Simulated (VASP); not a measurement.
Wanted: the native input for a VASP 6.6.1 run.

```yaml
Task: relaxation of cell and atoms
Functional: PBE
Potentials_or_basis: VASP PAW PBE potentials, release 64 (Hf_pv, Al, N)
Cutoff: 600 eV
k_mesh: 8 × 8 × 8
Occupations: gaussian, width 0.1 eV
Spin: no spin polarisation
Dipole_correction: no
Further_INCAR_settings: ALGO = Normal; EDIFF = 1e-06; IBRION = 2; EDIFFG = -0.01; NSW = 100; ISIF = 3
```

The structure of Hf3AlN4 lies in POSCAR:

```
Hf3AlN4
1.0
    4.4943662626      0.0000000000      0.0000000000
    0.0000000000      4.4943662626      0.0000000000
    0.0000000000      0.0000000000      4.4943662626
Hf Al N
3 1 4
Direct
    0.5000000000      0.0000000000      0.5000000000
    0.0000000000      0.5000000000      0.5000000000
    0.5000000000      0.5000000000      0.0000000000
    0.0000000000      0.0000000000      0.0000000000
    0.5000000000      0.5000000000      0.5000000000
    0.0000000000      0.5000000000      0.0000000000
    0.5000000000      0.0000000000      0.0000000000
    0.0000000000      0.0000000000      0.5000000000
```

One way to write it, as run:

INCAR

```
PREC = Accurate ; ENCUT = 600
EDIFF = 1E-6 ; ISMEAR = 0
SIGMA = 0.1 ; LREAL = False
LASPH = True ; NELM = 80
ALGO = Normal ; ISIF = 3
LWAVE = False ; LCHARG = False
GGA = PE ; IBRION = 2
NSW = 100 ; EDIFFG = -0.01
```

KPOINTS

```
regular mesh
0
Gamma
  8 8 8
```

Potentials or basis: VASP PAW PBE potentials, release 64 (Hf_pv, Al, N).

Launch:

```bash
$ cat potpaw_PBE.64/Hf_pv/POTCAR potpaw_PBE.64/Al/POTCAR potpaw_PBE.64/N/POTCAR > POTCAR
$ mpirun -np 1 vasp_std > vasp.out
```

Results of the run:

The relaxed volume is 11.28 Å³/atom. The relaxed cell is a = 4.485 Å, b = 4.485 Å, c = 4.485 Å, α = 90.00°, β = 90.00°, γ = 90.00°. The space group after relaxing (to 0.1 Å) is Pm-3m (No. 221), the energy gained by relaxing is 0.3 meV/atom and the ionic steps are 3. The pressure after relaxing is 0.0 GPa. The band gap on the k mesh is zero (an odd number of electrons rules out a gap without spin polarisation).

Caveat: spin-orbit coupling is left out, which moves the levels of the heavy elements.

Wall time 4.9 min on 1 thread of Intel Xeon 8259CL, on a shared host, peak memory 0.29 GiB.
